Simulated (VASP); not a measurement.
# Si2Mo (I4/mmm) in VASP: further runs

Runs on Si2Mo. Level: PBEsol. Tasks: single point.

Everything below comes from runs of VASP 6.6.1. Logs are shortened: lines on timing, memory, paths and dates and some standing lists are left out, and cuts for length are marked.

## 1. The cell of the first run

It takes space group I4/mmm (No. 139, tetragonal). Conventional cell: a = 3.135 Å, b = 3.135 Å, c = 7.701 Å, α = 90.00°, β = 90.00°, γ = 90.00°. Si (site symmetry 4mm) has 9 Si at 2.56 to 3.13 Å and 5 Mo at 2.56 Å within 3.4 Å. Within 3.4 Å of Mo (site symmetry 4/mmm) lie 10 Si at 2.56 Å and 4 Mo at 3.13 Å.

## 2. Single point, PBEsol (volume scaled by 0.94)

File INCAR:

```
PREC     = Accurate       # precision mode
ENCUT    = 520            # plane-wave cutoff, eV
EDIFF    = 1E-6           # SCF threshold, eV
ISMEAR   = -1             # smearing method
SIGMA    = 0.08           # smearing width, eV
LREAL    = False          # projectors in reciprocal space
LASPH    = True           # aspherical terms in the spheres
NELM     = 80             # most SCF steps
ALGO     = Normal         # electronic algorithm
ISIF     = 2              # what is computed and relaxed
LWAVE    = False          # write WAVECAR
LCHARG   = False          # write CHGCAR
GGA      = PS             # functional
NBANDS   = 18             # bands
```

File KPOINTS:

```
regular mesh
0
Gamma
  16 16 16
```

File POSCAR:

```
Si2Mo
1.0
   -1.5673377739      1.5673377739      3.8502632003
    1.5673377739     -1.5673377739      3.8502632003
    1.5673377739      1.5673377739     -3.8502632003
Si Mo
2 1
Direct
    0.3330000000      0.3330000000      0.0000000000
    0.6670000000      0.6670000000      0.0000000000
    0.0000000000      0.0000000000      0.0000000000
```

Potentials or basis: VASP PAW PBE potentials, release 64 (Si, Mo_sv).

The run is started by

```
> cat potpaw_PBE.64/Si/POTCAR potpaw_PBE.64/Mo_sv/POTCAR > POTCAR
> mpirun -np 1 vasp_std > vasp.out
```

OUTCAR:

```text
PREC = Accurate
   ENCUT = 520
   EDIFF = 1E-6
   ISMEAR = -1
   LREAL = False
   LASPH = True
   NELM = 80
   ISIF = 2
   GGA = PS

 ion  position               nearest neighbor table
   1  0.333  0.333  0.000-   2 2.56   2 2.56   2 2.56   2 2.56   3 2.56   3 2.56   3 2.56   3 2.56
                             3 2.56   2 2.57
   2  0.667  0.667  0.000-   1 2.56   1 2.56   1 2.56   1 2.56   3 2.56   3 2.56   3 2.56   3 2.56
                             3 2.56   1 2.57
   3  0.000  0.000  0.000-   2 2.56   1 2.56   2 2.56   1 2.56   2 2.56   1 2.56   1 2.56   2 2.56
                             1 2.56   2 2.56

  LATTYP: Found a body centered tetragonal cell.
 ALAT       =     3.1346755478
 C/A-ratio  =     2.4565625001

  Lattice vectors:

 A1 = (  -1.5673377739,   1.5673377739,   3.8502632003)
 A2 = (   1.5673377739,  -1.5673377739,   3.8502632003)
 A3 = (   1.5673377739,   1.5673377739,  -3.8502632003)

Analysis of symmetry for initial positions (statically):
=====================================================================
 Subroutine PRICEL returns:
 Original cell was already a primitive cell.

 Routine SETGRP: Setting up the symmetry group for a
 body centered tetragonal supercell.

 Subroutine GETGRP returns: Found 16 space group operations
 (whereof 16 operations were pure point group operations)
 out of a pool of 16 trial point group operations.

The static configuration has the point symmetry D_4h.

Analysis of symmetry for dynamics (positions and initial velocities):
=====================================================================
 Subroutine PRICEL returns:
 Original cell was already a primitive cell.

 Routine SETGRP: Setting up the symmetry group for a
 body centered tetragonal supercell.

 Subroutine GETGRP returns: Found 16 space group operations
 (whereof 16 operations were pure point group operations)
 out of a pool of 16 trial point group operations.

The dynamic configuration has the point symmetry D_4h.

 Subroutine INISYM returns: Found 16 space group operations
 (whereof 16 operations are pure point group operations),
 and found     1 'primitive' translations

----------------------------------------------------------------------------------------

                                     Primitive cell

  volume of cell :      37.8334

  direct lattice vectors                    reciprocal lattice vectors
    -1.567337774  1.567337774  3.850263200     0.000000000  0.319012282  0.129861252
[... 82 lines left out ...]
   ISPIN  =      1    spin polarized calculation?
   LNONCOLLINEAR =      F non collinear calculations
   LSORBIT =      F    spin-orbit coupling
   LASPH  =      T    aspherical Exc in radial PAW
   ENCUT  =  520.0 eV  38.22 Ry    6.18 a.u.   8.26  8.26  8.26*2*pi/ulx,y,z
   NELM   =     80;   NELMIN=  2; NELMDL= -5     # of ELM steps
   EDIFF  = 0.1E-05   stopping-criterion for ELM
   LREAL  =      F    real-space projection
   EDIFFG = 0.1E-04   stopping-criterion for IOM
   NSW    =      0    number of steps for IOM
   IBRION =     -1    ionic relax: 0-MD 1-quasi-New 2-CG
   NFREE  =      0    steps in history (QN), initial steepest desc. (CG)
   ISIF   =      2    stress and relaxation
   ISYM   =      2    0-nonsym 1-usesym 2-fastsym
   POTIM  = 0.5000    time-step for ionic-motion
   TEBEG  =    0.0;   TEEND  =   0.0 temperature during run
   PSTRESS=    0.0 pullay stress
   NELECT =      22.0000    total number of electrons
   NUPDOWN=      -1.0000    fix difference up-down
   EMIN   =  10.00;   EMAX   =-10.00  energy-range for DOS
   EFERMI =   0.00;   METHOD = LEGACY
   ISMEAR =    -1;   SIGMA  =   0.08  broadening in eV -4-tet -1-fermi 0-gaus
   EFERMI_NEDOS =   21; number of points for ismear=-14 and -15
   IALGO  =     38    algorithm
   IMIX   =      4    mixing-type and parameters
     AMIX     =   0.40;   BMIX     =  1.00
     AMIX_MAG =   1.60;   BMIX_MAG =  1.00
  volume/ion in A,a.u.               =      12.61        85.10
  Fermi-wavevector in a.u.,A,eV,Ry     =   1.366440  2.582197 25.404225  1.867158
  Thomas-Fermi vector in A             =   2.492580
   LORBIT       =      0    0 simple, 1 ext, 2 COOP (PROOUT), +10 PAW based schemes
   GGA     = PS    functional components
   LHFCALC =     F    Hartree Fock is set to
   AEXX    =    0.0000 exact exchange contribution
   IVDW    =     0    specifies the selected vdW correction
   LEPSILON=     F    determine dielectric tensor
   LRPA    =     F    only Hartree local field effects (RPA)
 non-spin polarized calculation
  energy-cutoff  :      520.00
  volume of cell :       37.83
 maximum number of plane-waves:      1036
 NGX is ok and might be reduce to    36
   NGX = 17   NGY = 17   NGZ = 17

 number of electron      22.0000000 magnetization

 Free energy of the ion-electron system (eV)
  ---------------------------------------------------
  ext. energy  EPLUGINS =         0.00000000
  ---------------------------------------------------
  free energy    TOTEN  =       -25.00152477 eV

  energy without entropy =      -24.99595325  energy(sigma->0) =      -24.99873901

 E-fermi :  13.1197     XC(G=0): -12.8060

 val. band max:       13.1193611723   @ k =  -0.4375  -0.4375   0.4375
 cond. band min:      13.1342028924   @ k =  -0.1875  -0.1875   0.1250
 fundamental gap:      0.0148417201
 Fermi energy:        13.1196507667

 k-point     1 :       0.0000    0.0000    0.0000
  band No.  band energies     occupation
      1     -47.4241      2.00000
      2     -21.6680      2.00000
      3     -21.5288      2.00000
      4     -21.5288      2.00000
      5      -0.8080      2.00000
      6       6.3833      2.00000
[... 481 lines left out ...]
      5      -0.6798      2.00000
      6       6.5009      2.00000
[... 10 lines left out ...]
     17      18.7503      0.00000
     18      19.1509      0.00000

 [... further k-points ...]
[... 5 lines left out ...]
  --------------------------------------------------------------------------------------
  -------------------------------------------------------------------------------------
  Total        2.9353366      2.9353366      3.1198169      0.0000000      0.0000000      0.0000000
  in kB      124.3062263    124.3062263    132.1186366      0.0000000      0.0000000      0.0000000
  external PRESSURE =     126.9103630 kB  Pullay stress =       0.0000000 kB

 VOLUME and BASIS-vectors are now :
 -----------------------------------------------------------------------------
  energy-cutoff  :      520.00
  volume of cell :       37.83
      direct lattice vectors                 reciprocal lattice vectors
    -1.567337774  1.567337774  3.850263200     0.000000000  0.319012282  0.129861252
     1.567337774 -1.567337774  3.850263200     0.319012282  0.000000000  0.129861252
     1.567337774  1.567337774 -3.850263200     0.319012282  0.319012282  0.000000000

 POSITION                                       TOTAL-FORCE (eV/Angst)
 -----------------------------------------------------------------------------------
      0.00000      0.00000      2.56428        -0.000000     -0.000000      0.224087
      0.00000      0.00000      5.13625         0.000000      0.000000     -0.224087
      0.00000      0.00000      0.00000         0.000000      0.000000     -0.000000
 -----------------------------------------------------------------------------------
    total drift:                                0.000000      0.000000     -0.000000

  FREE ENERGIE OF THE ION-ELECTRON SYSTEM (eV)
  ---------------------------------------------------
  free  energy   TOTEN  =       -25.0015247708 eV

  energy  without entropy=      -24.9959532471  energy(sigma->0) =      -24.99873901
```

It took 13 min on 1 thread of AMD EPYC 7R13, shared host; peak memory 0.34 GiB.

Results:

| Item | Value |
| --- | --- |
| Free energy | -25.0015 eV |
| Pressure | 12.7 GPa |
| Largest force | 0.224 eV/Å |
| Band gap on the k mesh | zero (band 11 reaches 13.71 eV, above the bottom of band 12 at 12.63 eV) |

Forces on the atoms (eV/Å):
```
Si   0.000  0.000  0.224
Si   0.000  0.000 -0.224
Mo   0.000  0.000  0.000
```

Stress tensor (GPa, compression positive):
```
12.43  0.00  0.00
 0.00 12.43  0.00
 0.00  0.00 13.21
```

Caveat: the PAW data sets were made with another functional, which shifts forces and pressure a little.

(Continued in part 2 of 2.)
